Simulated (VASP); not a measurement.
# Sb (Fm-3m) in VASP: further runs

Sb is run at these levels: PBE; tasks: single point.

All numbers are computed with VASP 6.6.1; they aren't measurements. Logs are shortened: lines on timing, memory, paths and dates and some standing lists are left out, and cuts for length are marked.

### 1 The cell of the first run

The structure is cubic, space group Fm-3m (No. 225). The conventional cell has a = 4.793 Å, b = 4.793 Å, c = 4.793 Å, α = 90.00°, β = 90.00°, γ = 90.00°. Sb (site symmetry m-3m) has 12 Sb at 3.39 Å within 4.5 Å.

### 2 Single point, PBE

Contents of INCAR:

```
ALGO     = Normal         # electronic algorithm
EDIFF    = 1E-7           # SCF threshold, eV
ENCUT    = 520            # plane-wave cutoff, eV
GGA      = PE             # functional
ISIF     = 2              # what is computed and relaxed
ISMEAR   = -1             # smearing method
LASPH    = T              # aspherical terms in the spheres
LCHARG   = T              # write CHGCAR
LELF     = T              # ELF
LREAL    = F              # projectors in reciprocal space
LVHAR    = T            
LWAVE    = F              # write WAVECAR
NBANDS   = 14             # bands
NELM     = 80             # most SCF steps
PREC     = Accurate       # precision mode
SIGMA    = 0.1            # smearing width, eV
```

Contents of KPOINTS:

```
k-points
0
Gamma
  11 11 4
```

Contents of POSCAR:

```
Sb
1.0
    0.0000000000      2.3962708729     -2.3962708729
   -2.3962708729      0.0000000000      2.3962708729
    4.7925417458      4.7925417458      4.7925417458
Sb
3
Direct
    0.0000000000      0.0000000000      0.0000000000
    0.3333333330      0.6666666670      0.3333333330
    0.6666666670      0.3333333330      0.6666666670
```

Potentials or basis: VASP PAW PBE potentials, release 64 (Sb).

Run with:

```
> cat potpaw_PBE.64/Sb/POTCAR > POTCAR
> mpirun -np 1 vasp_std > vasp.out
```

OUTCAR:

```text
EDIFF = 1E-7
   ENCUT = 520
   GGA = PE
   ISIF = 2
   ISMEAR = -1
   LASPH = T
   LREAL = F
   NELM = 80
   PREC = Accurate

 ion  position               nearest neighbor table
   1  0.000  0.000  0.000-   2 3.39   3 3.39   3 3.39   2 3.39   3 3.39   2 3.39
   2  0.333  0.667  0.333-   1 3.39   1 3.39   1 3.39   3 3.39   3 3.39   3 3.39
   3  0.667  0.333  0.667-   1 3.39   1 3.39   1 3.39   2 3.39   2 3.39   2 3.39

  LATTYP: Found a hexagonal cell.
 ALAT       =     3.3888387676
 C/A-ratio  =     2.4494897428

  Lattice vectors:

 A1 = (   0.0000000000,   2.3962708729,  -2.3962708729)
 A2 = (  -2.3962708729,   0.0000000000,   2.3962708729)
 A3 = (   4.7925417458,   4.7925417458,   4.7925417458)

Analysis of symmetry for initial positions (statically):
=====================================================================
 Subroutine PRICEL returns following result:

  LATTYP: Found a face centered cubic cell.
 ALAT       =     4.7925417410

  Lattice vectors:

 A1 = (   2.3962708705,   2.3962708705,   0.0000000000)
 A2 = (  -0.0000000024,   2.3962708705,   2.3962708729)
 A3 = (   2.3962708777,   0.0000000048,   2.3962708729)

   3 primitive cells build up your supercell.

 Routine SETGRP: Setting up the symmetry group for a
 hexagonal supercell.

 Subroutine GETGRP returns: Found 12 space group operations
 (whereof 12 operations were pure point group operations)
 out of a pool of 24 trial point group operations.

The static configuration has the point symmetry D_3d.

Analysis of symmetry for dynamics (positions and initial velocities):
=====================================================================
 Subroutine PRICEL returns following result:

  LATTYP: Found a face centered cubic cell.
 ALAT       =     4.7925417410

  Lattice vectors:

 A1 = (   2.3962708705,   2.3962708705,   0.0000000000)
 A2 = (  -0.0000000024,   2.3962708705,   2.3962708729)
 A3 = (   2.3962708777,   0.0000000048,   2.3962708729)

   3 primitive cells build up your supercell.

 Routine SETGRP: Setting up the symmetry group for a
 hexagonal supercell.

 Subroutine GETGRP returns: Found 12 space group operations
 (whereof 12 operations were pure point group operations)
 out of a pool of 24 trial point group operations.

The dynamic configuration has the point symmetry D_3d.

 Subroutine INISYM returns: Found 12 space group operations
 (whereof 12 operations are pure point group operations),
 and found     3 'primitive' translations

----------------------------------------------------------------------------------------

                                     Primitive cell

  volume of cell :      27.5193

  direct lattice vectors                    reciprocal lattice vectors
     2.396270871  2.396270871  0.000000000     0.208657546  0.208657547 -0.208657546
    -0.000000002  2.396270871  2.396270873    -0.208657546  0.208657546  0.208657546
     2.396270878  0.000000005  2.396270873     0.208657546 -0.208657546  0.208657546

  length of vectors
     3.388838764  3.388838766  3.388838771     0.361405472  0.361405471  0.361405471

  position of ions in fractional coordinates (direct lattice)
     0.000000000  0.000000000  0.000000000

  ion indices of the primitive-cell ions
   primitive index   ion index
                 1           1

----------------------------------------------------------------------------------------

 KPOINTS: k-points

Automatic generation of k-mesh.
 Grid dimensions read from file:
 generate k-points for:   11   11    4

 Generating k-lattice:

  Cartesian coordinates                     Fractional coordinates (reciprocal lattice)
    -0.012645912  0.025291824 -0.012645912     0.090909091  0.000000000  0.000000000
    -0.025291824  0.012645912  0.012645912     0.000000000  0.090909091  0.000000000
     0.017388129  0.017388129  0.017388129     0.000000000  0.000000000  0.250000000

  Length of vectors
     0.030976031  0.030976031  0.030117123

  Shift w.r.t. Gamma in fractional coordinates (k-lattice)
     0.000000000  0.000000000  0.000000000

 Subroutine IBZKPT returns following result:
 ===========================================

 Found     58 irreducible k-points:

 Following reciprocal coordinates:
            Coordinates               Weight
  0.000000  0.000000  0.000000      1.000000
  0.090909  0.000000  0.000000      6.000000
  0.181818  0.000000  0.000000      6.000000
  0.272727  0.000000  0.000000      6.000000
  0.363636  0.000000  0.000000      6.000000
  0.454545  0.000000  0.000000      6.000000
[... 16 lines left out ...]
  0.000000  0.272727  0.250000      6.000000
  0.363636  0.000000  0.250000      6.000000
 [... further k-points ...]
   k-points           NKPTS =     58   k-points in BZ     NKDIM =     58   number of bands    NBANDS=     14
   number of dos      NEDOS =    301   number of ions     NIONS =      3
   total plane-waves  NPLWV =  50176
   dimension x,y,z NGX =    28 NGY =   28 NGZ =   64
   dimension x,y,z NGXF=    56 NGYF=   56 NGZF=  128
   ions per type =               3
   NGX,Y,Z   is equivalent  to a cutoff of  13.74, 13.74, 12.82 a.u.
   NGXF,Y,Z  is equivalent  to a cutoff of  27.47, 27.47, 25.64 a.u.
 SYSTEM =  unknown system
   PREC   = accura    normal or accurate (medium, high low for compatibility)
   ISTART =      0    job   : 0-new  1-cont  2-samecut
   ICHARG =      2    charge: 1-file 2-atom 10-const
   ISPIN  =      1    spin polarized calculation?
   LNONCOLLINEAR =      F non collinear calculations
   LSORBIT =      F    spin-orbit coupling
   LASPH  =      T    aspherical Exc in radial PAW
   ENCUT  =  520.0 eV  38.22 Ry    6.18 a.u.   6.30  6.30 15.43*2*pi/ulx,y,z
   NELM   =     80;   NELMIN=  2; NELMDL= -5     # of ELM steps
   EDIFF  = 0.1E-06   stopping-criterion for ELM
   LREAL  =      F    real-space projection
   EDIFFG = 0.1E-05   stopping-criterion for IOM
   NSW    =      0    number of steps for IOM
   IBRION =     -1    ionic relax: 0-MD 1-quasi-New 2-CG
   NFREE  =      0    steps in history (QN), initial steepest desc. (CG)
   ISIF   =      2    stress and relaxation
   ISYM   =      2    0-nonsym 1-usesym 2-fastsym
   POTIM  = 0.5000    time-step for ionic-motion
   TEBEG  =    0.0;   TEEND  =   0.0 temperature during run
   PSTRESS=    0.0 pullay stress
   NELECT =      15.0000    total number of electrons
   NUPDOWN=      -1.0000    fix difference up-down
   EMIN   =  10.00;   EMAX   =-10.00  energy-range for DOS
   EFERMI =   0.00;   METHOD = LEGACY
   ISMEAR =    -1;   SIGMA  =   0.10  broadening in eV -4-tet -1-fermi 0-gaus
   EFERMI_NEDOS =   21; number of points for ismear=-14 and -15
   IALGO  =     38    algorithm
   IMIX   =      4    mixing-type and parameters
     AMIX     =   0.40;   BMIX     =  1.00
     AMIX_MAG =   1.60;   BMIX_MAG =  1.00
  volume/ion in A,a.u.               =      27.52       185.71
  Fermi-wavevector in a.u.,A,eV,Ry     =   0.927226  1.752203 11.697582  0.859748
  Thomas-Fermi vector in A             =   2.053273
   LORBIT       =      0    0 simple, 1 ext, 2 COOP (PROOUT), +10 PAW based schemes
   GGA     = PE    functional components
   LHFCALC =     F    Hartree Fock is set to
   AEXX    =    0.0000 exact exchange contribution
   IVDW    =     0    specifies the selected vdW correction
   LEPSILON=     F    determine dielectric tensor
   LRPA    =     F    only Hartree local field effects (RPA)
 non-spin polarized calculation
  energy-cutoff  :      520.00
  volume of cell :       82.56
 maximum number of plane-waves:      2241
 NGX is ok and might be reduce to    28
   NGX = 13   NGY = 13   NGZ = 31

 number of electron      15.0000000 magnetization

 Free energy of the ion-electron system (eV)
  ---------------------------------------------------
  ext. energy  EPLUGINS =         0.00000000
  ---------------------------------------------------
  free energy    TOTEN  =       -11.50681875 eV

  energy without entropy =      -11.43727298  energy(sigma->0) =      -11.47204586

 E-fermi :   8.2684     XC(G=0): -10.1392

 val. band max:        8.2661212037   @ k =  -0.1818  -0.4545   0.2500
 cond. band min:       8.2727274308   @ k =   0.2727   0.1818   0.5000
 fundamental gap:      0.0066062271
 Fermi energy:         8.2683595758

 k-point     1 :       0.0000    0.0000    0.0000
  band No.  band energies     occupation
      1      -4.5143      2.00000
      2      -2.4391      2.00000
      3      -2.4391      2.00000
      4       5.2187      2.00000
      5       5.2187      2.00000
      6      12.0676      0.00000
      7      12.0676      0.00000
      8      12.0676      0.00000
      9      12.0676      0.00000
     10      13.4029      0.00000
     11      13.4029      0.00000
     12      13.4048      0.00000
     13      16.2478      0.00000
     14      16.2478      0.00000

 k-point     2 :       0.0909    0.0000    0.0000
  band No.  band energies     occupation
      1      -4.3720      2.00000
      2      -2.3033      2.00000
      3      -2.3019      2.00000
      4       5.3356      2.00000
      5       5.3412      2.00000
      6      10.4544      0.00000
      7      11.2646      0.00000
      8      11.4399      0.00000
      9      12.2401      0.00000
     10      12.3256      0.00000
     11      13.0359      0.00000
     12      13.2796      0.00000
     13      15.8980      0.00000
     14      16.9824      0.00000

 k-point     3 :       0.1818    0.0000    0.0000
  band No.  band energies     occupation
      1      -3.9475      2.00000
      2      -1.9057      2.00000
      3      -1.8924      2.00000
      4       5.6323      2.00000
      5       5.6790      2.00000
      6       8.1757      1.43280
      7       9.6952      0.00000
      8      10.0175      0.00000
      9      10.3364      0.00000
     10      11.9583      0.00000
     11      12.2762      0.00000
     12      12.8394      0.00000
     13      14.5329      0.00000
     14      15.9529      0.00000

 k-point     4 :       0.2727    0.0000    0.0000
  band No.  band energies     occupation
      1      -3.2505      2.00000
      2      -1.2863      2.00000
      3      -1.2245      2.00000
      4       5.4913      2.00000
      5       5.7700      2.00000
      6       6.7825      2.00000
      7       7.7308      1.99078
      8       8.1622      1.48606
      9       9.5296      0.00001
     10      11.3816      0.00000
     11      11.5272      0.00000
     12      12.0472      0.00000
     13      13.5494      0.00000
     14      15.2069      0.00000

 k-point     5 :       0.3636    0.0000    0.0000
  band No.  band energies     occupation
      1      -2.3108      2.00000
      2      -0.5974      2.00000
      3      -0.3486      2.00000
      4       3.8953      2.00000
      5       4.8494      2.00000
      6       5.6660      2.00000
      7       7.4658      1.99935
      8       8.0055      1.86536
      9       8.9519      0.00215
     10      10.9006      0.00000
     11      10.9659      0.00000
[... 276 lines left out ...]
 k-point    22 :       0.2727    0.0000    0.2500
  band No.  band energies     occupation
      1      -3.1136      2.00000
      2      -2.1144      2.00000
      3      -0.3160      2.00000
      4       4.4044      2.00000
      5       5.7595      2.00000
      6       7.1200      1.99998
      7       8.5950      0.07345
      8       8.7550      0.01528
      9       9.6358      0.00000
     10      10.7489      0.00000
     11      10.9108      0.00000
     12      12.1510      0.00000
     13      13.5634      0.00000
     14      15.0807      0.00000

 k-point    23 :       0.0000    0.2727    0.2500
  band No.  band energies     occupation
      1      -3.1247      2.00000
      2      -2.0729      2.00000
      3      -0.3852      2.00000
      4       4.6416      2.00000
      5       6.0421      2.00000
      6       6.8705      2.00000
      7       7.3060      1.99987
      8       9.3554      0.00004
      9       9.6922      0.00000
     10      10.6105      0.00000
     11      12.2577      0.00000
     12      12.3754      0.00000
     13      13.8091      0.00000
     14      14.3762      0.00000

 k-point    24 :       0.3636    0.0000    0.2500
  band No.  band energies     occupation
      1      -2.1642      2.00000
      2      -1.3075      2.00000
      3       0.4087      2.00000
      4       3.8748      2.00000
      5       4.1844      2.00000
      6       6.5044      2.00000
      7       6.5876      2.00000
      8       9.0769      0.00062
      9       9.4894      0.00001
     10       9.6411      0.00000
     11      10.1665      0.00000
     12      11.6856      0.00000
     13      12.9920      0.00000
     14      14.3655      0.00000

 [... further k-points ...]

------------------------ aborting loop because EDIFF is reached ----------------------------------------

  FORCE on cell =-STRESS in cart. coord.  units (eV):
  Direction    XX          YY          ZZ          XY          YZ          ZX
  --------------------------------------------------------------------------------------
  -------------------------------------------------------------------------------------
  Total       -0.1405776     -0.1405776     -0.1405776     -0.0264396     -0.0264396     -0.0264396
  in kB       -2.7281468     -2.7281468     -2.7281468     -0.5131059     -0.5131059     -0.5131059
  external PRESSURE =      -2.7281468 kB  Pullay stress =       0.0000000 kB

 VOLUME and BASIS-vectors are now :
 -----------------------------------------------------------------------------
  energy-cutoff  :      520.00
  volume of cell :       82.56
      direct lattice vectors                 reciprocal lattice vectors
     0.000000000  2.396270873 -2.396270873    -0.139105031  0.278210061 -0.139105031
    -2.396270873  0.000000000  2.396270873    -0.278210061  0.139105031  0.139105031
     4.792541746  4.792541746  4.792541746     0.069552515  0.069552515  0.069552515

 POSITION                                       TOTAL-FORCE (eV/Angst)
 -----------------------------------------------------------------------------------
      0.00000      0.00000      0.00000         0.000000      0.000000     -0.000000
     -0.00000      2.39627      2.39627        -0.000000     -0.000000      0.000000
      2.39627      4.79254      2.39627         0.000000      0.000000     -0.000000
 -----------------------------------------------------------------------------------
    total drift:                               -0.000000      0.000000      0.000000

  FREE ENERGIE OF THE ION-ELECTRON SYSTEM (eV)
  ---------------------------------------------------
  free  energy   TOTEN  =       -11.5068187472 eV

  energy  without entropy=      -11.4372729813  energy(sigma->0) =      -11.47204586
```

Wall time 91 s (1 thread of AMD EPYC 7R13, shared host); peak memory 0.2 GiB.

What came out:

- Free energy: -11.5068 eV
- Pressure: -0.3 GPa

Levels at points of the mesh, in eV from the Fermi level:
| k point | band 4 | band 5 | band 6 | band 7 | band 8 | band 9 | band 10 | band 11 |
| --- | --- | --- | --- | --- | --- | --- | --- | --- |
| (0.00, 0.00, 0.00) | -3.05 | -3.05 | 3.80 | 3.80 | 3.80 | 3.80 | 5.13 | 5.13 |
| (0.00, 0.00, 0.50) | -5.70 | 1.59 | 1.59 | 3.50 | 3.50 | 4.57 | 4.57 | 4.57 |

Caveat: spin-orbit coupling is left out, which moves the levels of the heavy elements.

(Continued in part 2 of 2.)
